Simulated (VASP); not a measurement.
Write the native input for VASP 6.6.1 that does the following.

```yaml
Task: single point
Functional: r2SCAN
Potentials_or_basis: VASP PAW PBE potentials, release 64 (Sb, Se)
Cutoff: 520 eV
k_mesh: 2 × 6 × 2
Occupations: fermi-dirac, width 0.02 eV
Spin: no spin polarisation
Dipole_correction: no
Further_INCAR_settings: LREAL = Auto; ALGO = Normal; EDIFF = 1e-06; NBANDS = 72
```

Sb2Se3:

```xyz
20
Lattice="12.4373 0.0000 0.0000 0.0000 3.9989 0.0000 0.0000 0.0000 11.7649" Properties=species:S:1:pos:R:3 pbc="T T T"
Sb    0.4646    0.9997    3.8708
Sb   11.9727    2.9992    7.8941
Sb    5.7540    2.9992    9.7533
Sb    6.6833    0.9997    2.0116
Sb    1.7327    2.9992    0.4336
Sb   10.7046    0.9997   11.3314
Sb    4.4860    0.9997    6.3160
Sb    7.9513    2.9992    5.4489
Se    0.6271    0.9997   10.2701
Se   11.8101    2.9992    1.4948
Se    5.5915    2.9992    4.3877
Se    6.8458    0.9997    7.3772
Se    1.5931    2.9992    5.2441
Se   10.8442    0.9997    6.5208
Se    4.6255    0.9997   11.1266
Se    7.8118    2.9992    0.6383
Se    2.5560    0.9997    2.2399
Se    9.8813    2.9992    9.5250
Se    3.6626    2.9992    8.1224
Se    8.7747    0.9997    3.6425
```

These files were run (other wordings do the same):

POSCAR

```
Sb2Se3
1.0
   12.4372936935      0.0000000000      0.0000000000
    0.0000000000      3.9988930333      0.0000000000
    0.0000000000      0.0000000000     11.7649086886
Sb Se
8 12
Direct
    0.0373566278      0.2500000000      0.3290133526
    0.9626433722      0.7500000000      0.6709866474
    0.4626433722      0.7500000000      0.8290133526
    0.5373566278      0.2500000000      0.1709866474
    0.1393113411      0.7500000000      0.0368513459
    0.8606886589      0.2500000000      0.9631486541
    0.3606886589      0.2500000000      0.5368513459
    0.6393113411      0.7500000000      0.4631486541
    0.0504249217      0.2500000000      0.8729467944
    0.9495750783      0.7500000000      0.1270532056
    0.4495750783      0.7500000000      0.3729467944
    0.5504249217      0.2500000000      0.6270532056
    0.1280939786      0.7500000000      0.4457419530
    0.8719060214      0.2500000000      0.5542580470
    0.3719060214      0.2500000000      0.9457419530
    0.6280939786      0.7500000000      0.0542580470
    0.2055141611      0.2500000000      0.1903910486
    0.7944858389      0.7500000000      0.8096089514
    0.2944858389      0.7500000000      0.6903910486
    0.7055141611      0.2500000000      0.3096089514
```

INCAR.step1

```
ALGO = Normal
EDIFF = 1E-4
ENCUT = 520
GGA = PE
ISMEAR = -1
LASPH = T
LCHARG = F
LREAL = Auto
LWAVE = T
NBANDS = 72
NELM = 80
PREC = Accurate
SIGMA = 0.02
```

INCAR.step2

```
ALGO = Normal
EDIFF = 1E-6
ENCUT = 520
ISIF = 2
ISMEAR = -1
ISTART = 1
LASPH = T
LCHARG = F
LMIXTAU = T
LREAL = Auto
LWAVE = F
METAGGA = R2SCAN
NBANDS = 72
NELM = 80
PREC = Accurate
SIGMA = 0.02
```

KPOINTS

```
k-points
0
Gamma
  2 6 2
```

Potentials or basis: VASP PAW PBE potentials, release 64 (Sb, Se).

Run with:

```bash
$ cat potpaw_PBE.64/Sb/POTCAR potpaw_PBE.64/Se/POTCAR > POTCAR
$ cp INCAR.step1 INCAR
$ mpirun -np 1 vasp_std > vasp.out
$ cp INCAR.step2 INCAR
$ mpirun -np 1 vasp_std > vasp.out
```

It gave:

```yaml
Pressure: 0.0 GPa
Largest_force: 0.054 eV/Å
Band_gap_on_the_k_mesh: 1.17 eV (least direct gap 1.28 eV)
```

Caveat: the PAW data sets were made with another functional, which shifts forces and pressure a little; spin-orbit coupling is left out, which moves the levels of the heavy elements.

Wall time 69 min on 1 thread of Oxide Virtual Turin-like Processor, on a shared host, peak memory 0.83 GiB.
